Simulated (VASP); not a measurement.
# AlGa3N4 (R3m) in VASP: notebook

The runs below take AlGa3N4 through single point, with LDA.

All numbers are computed with VASP 6.6.1; they aren't measurements. Logs are shortened: lines on timing, memory, paths and dates and some standing lists are left out, and cuts for length are marked.

## 1. The cell of the first run

It takes space group R3m (No. 160, trigonal). Conventional cell: a = 5.892 Å, b = 5.892 Å, c = 8.656 Å, α = 90.00°, β = 90.00°, γ = 120.00°. Al (site symmetry 3m) has 4 N at 1.81 to 2.12 Å within 2.4 Å. Ga (site symmetry m) has 4 N at 1.86 to 2.18 Å within 2.5 Å. N (site symmetry m) has 1 Al at 1.81 Å and 3 Ga at 1.86 to 2.18 Å within 2.4 Å. Within 2.5 Å of N (site symmetry 3m) lie 3 Ga at 1.86 Å and 1 Al at 2.12 Å.

## 2. Single point, LDA (10.84 Å³/atom)

INCAR

```
  PREC = Accurate
  ENCUT = 520
  EDIFF = 1E-7
  ISMEAR = 0
  SIGMA = 0.05
  LREAL = F
  LASPH = T
  NELM = 80
  ALGO = Normal
  ISIF = 2
  LWAVE = F
  LCHARG = F
  NBANDS = 41
```

KPOINTS

```
regular mesh
0
Gamma
  6 6 6
```

POSCAR

```
AlGa3N4
1.0
    4.4433871641      0.2771909232      0.2771909232
    0.2771909232      4.4433871641      0.2771909232
    0.2771909232      0.2771909232      4.4433871641
Al Ga N
1 3 4
Direct
    0.0000000000      0.0000000000      0.0000000000
    0.5000000000      0.5000000000      0.0000000000
    0.5000000000      0.0000000000      0.5000000000
    0.0000000000      0.5000000000      0.5000000000
    0.7548078379      0.7548078379      0.2451921621
    0.7548078379      0.2451921621      0.7548078379
    0.2451921621      0.7548078379      0.7548078379
    0.2451921621      0.2451921621      0.2451921621
```

Potentials or basis: VASP PAW LDA potentials, release 64 (Al, Ga_d, N).

On the command line:

```console
$ cat potpaw_LDA.64/Al/POTCAR potpaw_LDA.64/Ga_d/POTCAR potpaw_LDA.64/N/POTCAR > POTCAR
$ mpirun -np 1 vasp_std > vasp.out
```

OUTCAR:

```text
PREC = Accurate
   ENCUT = 520
   EDIFF = 1E-7
   ISMEAR = 0
   LREAL = F
   LASPH = T
   NELM = 80
   ISIF = 2

 ion  position               nearest neighbor table
   1  0.000  0.000  0.000-   5 1.81   6 1.81   7 1.81   8 2.12   3 2.95   4 2.95   2 2.95   4 2.95
                             2 2.95   3 2.95
   2  0.500  0.500  0.000-   6 1.86   7 1.86   8 1.86   5 2.18   1 2.95   1 2.95
   3  0.500  0.000  0.500-   5 1.86   7 1.86   8 1.86   6 2.18   1 2.95   1 2.95
   4  0.000  0.500  0.500-   5 1.86   6 1.86   8 1.86   7 2.18   1 2.95   1 2.95
   5  0.755  0.755  0.245-   1 1.81   3 1.86   4 1.86   2 2.18
   6  0.755  0.245  0.755-   1 1.81   2 1.86   4 1.86   3 2.18
   7  0.245  0.755  0.755-   1 1.81   2 1.86   3 1.86   4 2.18
   8  0.245  0.245  0.245-   3 1.86   4 1.86   2 1.86   1 2.12

  LATTYP: Found a trigonal (rhomboedric) cell.
 ALAT       =     4.4606455929
 COS(alpha) =     0.1276635746

  Lattice vectors:

 A1 = (   4.4433871641,   0.2771909232,   0.2771909232)
 A2 = (   0.2771909232,   4.4433871641,   0.2771909232)
 A3 = (   0.2771909232,   0.2771909232,   4.4433871641)

Analysis of symmetry for initial positions (statically):
=====================================================================
 Subroutine PRICEL returns:
 Original cell was already a primitive cell.

 Routine SETGRP: Setting up the symmetry group for a
 trigonal (rhombohedral) supercell.

 Subroutine GETGRP returns: Found  6 space group operations
 (whereof  6 operations were pure point group operations)
 out of a pool of 12 trial point group operations.

The static configuration has the point symmetry C_3v.

Analysis of symmetry for dynamics (positions and initial velocities):
=====================================================================
 Subroutine PRICEL returns:
 Original cell was already a primitive cell.

 Routine SETGRP: Setting up the symmetry group for a
 trigonal (rhombohedral) supercell.

 Subroutine GETGRP returns: Found  6 space group operations
 (whereof  6 operations were pure point group operations)
 out of a pool of 12 trial point group operations.

The dynamic configuration has the point symmetry C_3v.

 Subroutine INISYM returns: Found  6 space group operations
 (whereof  6 operations are pure point group operations),
 and found     1 'primitive' translations

----------------------------------------------------------------------------------------

[... 105 lines left out ...]
   LREAL  =      F    real-space projection
   EDIFFG = 0.1E-05   stopping-criterion for IOM
   NSW    =      0    number of steps for IOM
   IBRION =     -1    ionic relax: 0-MD 1-quasi-New 2-CG
   NFREE  =      0    steps in history (QN), initial steepest desc. (CG)
   ISIF   =      2    stress and relaxation
   ISYM   =      2    0-nonsym 1-usesym 2-fastsym
   POTIM  = 0.5000    time-step for ionic-motion
   TEBEG  =    0.0;   TEEND  =   0.0 temperature during run
   PSTRESS=    0.0 pullay stress
   NELECT =      62.0000    total number of electrons
   NUPDOWN=      -1.0000    fix difference up-down
   EMIN   =  10.00;   EMAX   =-10.00  energy-range for DOS
   EFERMI =   0.00;   METHOD = LEGACY
   ISMEAR =     0;   SIGMA  =   0.05  broadening in eV -4-tet -1-fermi 0-gaus
   EFERMI_NEDOS =   21; number of points for ismear=-14 and -15
   IALGO  =     38    algorithm
   IMIX   =      4    mixing-type and parameters
     AMIX     =   0.40;   BMIX     =  1.00
     AMIX_MAG =   1.60;   BMIX_MAG =  1.00
  volume/ion in A,a.u.               =      10.84        73.17
  Fermi-wavevector in a.u.,A,eV,Ry     =   1.463705  2.766001 29.149556  2.142432
  Thomas-Fermi vector in A             =   2.579768
   LORBIT       =      0    0 simple, 1 ext, 2 COOP (PROOUT), +10 PAW based schemes
   GGA     = CA    functional components
   LHFCALC =     F    Hartree Fock is set to
   AEXX    =    0.0000 exact exchange contribution
   IVDW    =     0    specifies the selected vdW correction
   LEPSILON=     F    determine dielectric tensor
   LRPA    =     F    only Hartree local field effects (RPA)
 non-spin polarized calculation
 Gauss-broadening in eV      SIGMA  =   0.05
  energy-cutoff  :      520.00
  volume of cell :       86.75
 maximum number of plane-waves:      2360
 NGX is ok and might be reduce to    36
   NGX = 17   NGY = 17   NGZ = 17

 number of electron      61.9999977 magnetization

 Free energy of the ion-electron system (eV)
  ---------------------------------------------------
  ext. energy  EPLUGINS =         0.00000000
  ---------------------------------------------------
  free energy    TOTEN  =       -55.87763233 eV

  energy without entropy =      -55.87763233  energy(sigma->0) =      -55.87763233

 E-fermi :   6.0767     XC(G=0): -12.0663

 val. band max:        5.8590457412   @ k =   0.0000   0.0000   0.0000
 cond. band min:       7.0143265911   @ k =   0.0000   0.0000   0.0000
 fundamental gap:      1.1552808499
 Fermi energy:         6.0767349680

 k-point     1 :       0.0000    0.0000    0.0000
  band No.  band energies     occupation
      1     -10.4570      2.00000
      2      -9.3278      2.00000
      3      -9.1185      2.00000
      4      -9.1185      2.00000
      5      -7.9067      2.00000
      6      -7.8745      2.00000
[... 1045 lines left out ...]
     40      15.5871      0.00000
     41      16.0066      0.00000

 [... further k-points ...]
[... 5 lines left out ...]
  --------------------------------------------------------------------------------------
  -------------------------------------------------------------------------------------
  Total        5.2380331      5.2380331      5.2380331    -12.1049624    -12.1049624    -12.1049624
  in kB       96.7438127     96.7438127     96.7438127   -223.5725095   -223.5725095   -223.5725095
  external PRESSURE =      96.7438127 kB  Pullay stress =       0.0000000 kB

 VOLUME and BASIS-vectors are now :
 -----------------------------------------------------------------------------
  energy-cutoff  :      520.00
  volume of cell :       86.75
      direct lattice vectors                 reciprocal lattice vectors
     4.443387164  0.277190923  0.277190923     0.226714493 -0.013312607 -0.013312607
     0.277190923  4.443387164  0.277190923    -0.013312607  0.226714493 -0.013312607
     0.277190923  0.277190923  4.443387164    -0.013312607 -0.013312607  0.226714493

 POSITION                                       TOTAL-FORCE (eV/Angst)
 -----------------------------------------------------------------------------------
      0.00000      0.00000      0.00000         0.476592      0.476592      0.476592
      2.36029      2.36029      0.27719         0.463579      0.463579      0.490007
      2.36029      0.27719      2.36029         0.463579      0.490007      0.463579
      0.27719      2.36029      2.36029         0.490007      0.463579      0.463579
      3.63109      3.63109      1.50794        -0.414472     -0.414472     -0.445449
      3.63109      1.50794      3.63109        -0.414472     -0.445449     -0.414472
      1.50794      3.63109      3.63109        -0.445449     -0.414472     -0.414472
      1.22541      1.22541      1.22541        -0.619363     -0.619363     -0.619363
 -----------------------------------------------------------------------------------
    total drift:                               -0.000062     -0.000062     -0.000063

  FREE ENERGIE OF THE ION-ELECTRON SYSTEM (eV)
  ---------------------------------------------------
  free  energy   TOTEN  =       -55.8776323257 eV

  energy  without entropy=      -55.8776323257  energy(sigma->0) =      -55.87763233
```

stdout:

```text
POSCAR found type information on POSCAR AlGaN
 POSCAR found :  3 types and       8 ions
 scaLAPACK will be used
 LDA part: xc-table for (Slater(with rela. corr.)+CA(PZ))
 , standard interpolation
 POSCAR, INCAR and KPOINTS ok, starting setup
 FFT: planning ... GRIDC
 FFT: planning ... GRID_SOFT
 FFT: planning ... GRID
 WAVECAR not read
 entering main loop
```

It took 58 s on 1 thread of AMD EPYC 9R45 (Zen 5), shared host; peak memory 0.2 GiB.

Results:

```
Free energy            : -55.8776 eV
Pressure               : 9.7 GPa
Largest force          : 1.073 eV/Å
Band gap on the k mesh : 1.16 eV
```

Forces in eV/Å, atoms in the order of the input:
```
Al   0.477  0.477  0.477
Ga   0.464  0.464  0.490
Ga   0.464  0.490  0.464
Ga   0.490  0.464  0.464
N   -0.414 -0.414 -0.445
N   -0.414 -0.445 -0.414
N   -0.445 -0.414 -0.414
N   -0.619 -0.619 -0.619
```

Caveat: the cell stands under pressure; forces of over 1 eV/Å act on the atoms, so gaps and moduli don't describe the material at rest.

[end of part 1 of 3]
